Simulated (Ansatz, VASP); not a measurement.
LiF in VASP and in Ansatz

```
Li F
1.0
     0.00000    2.21540    2.01400
     2.01400    0.00000    2.01400
     2.01400    2.21540    0.00000
Li F
1 1
Direct
  0.00000 0.00000 0.00000
  0.50000 0.50000 0.50000
```

Change from the starting cell: strain +0.1000 x Voigt [0, 1, 0, 0, 0, 0], atoms carried along.

Alike in both runs: task single point; functional PBE; k mesh 10 × 10 × 10; occupations gaussian, width 0.05 eV; no spin polarisation.

|  | VASP | Ansatz |
| --- | --- | --- |
| version | VASP 6.6.1 | Ansatz 0.2.0 |
| potentials or method | VASP PAW PBE potentials, release 64 (Li_sv, F), cutoff 520 eV | scalar-relativistic, plane waves, PAW |
| valence electrons in the cell | 10 | 10 |

VASP gave:

| Quantity | Value |
| --- | --- |
| gap on the k mesh at the Fermi level (eV) | 8.18 |
| least direct gap on the mesh (eV) | 8.18 |

Question: Estimate Ansatz's values.

Answer: gap on the k mesh at the Fermi level (eV): 8.19; least direct gap on the mesh (eV): 8.19.

With one functional, cell and mesh, what is left measures potentials, basis and numerics.

Noted on VASP's run: the cutoff is short for stress, so the pressure is rough.
